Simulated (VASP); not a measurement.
A run of VASP 6.6.1:

Contents of INCAR:

```
SYSTEM = Lu
ALGO = Fast ; EDIFF = 1E-7
ENCUT = 520 ; GGA = PE
ISIF = 2 ; ISMEAR = 0
LASPH = .True. ; LCHARG = .True.
LELF = .True. ; LREAL = .False.
LVHAR = .True. ; LWAVE = .False.
NBANDS = 18 ; NELM = 80
PREC = Accurate ; SIGMA = 0.1
```

Contents of KPOINTS:

```
k-points
0
Gamma
  6 6 6
  0 0 0
```

POSCAR

```
Lu
1.0
    1.6806873700     -2.9315318300      0.0000000000
    1.6806873700      2.9315318300      0.0000000000
    0.0000000000      0.0000000000      3.2200892100
Lu
1
Direct
    0.5000000000      0.5000000000      0.0000000000
```

Potentials or basis: VASP PAW PBE potentials, release 64 (Lu).

The run is started by

```bash
$ cat potpaw_PBE.64/Lu/POTCAR > POTCAR
$ mpirun -np 1 vasp_std > vasp.out
```

Hardware: 1 thread of AMD EPYC 9R45 96-Core Processor (Zen 5), with other jobs on the host.

Question: Estimate the wall time of this run.

Answer: It took 54 s on 1 thread of AMD EPYC 9R45 96-Core Processor (Zen 5) (shared host), peak memory 0.14 GiB. Counts: scf iterations 37, k points 52.
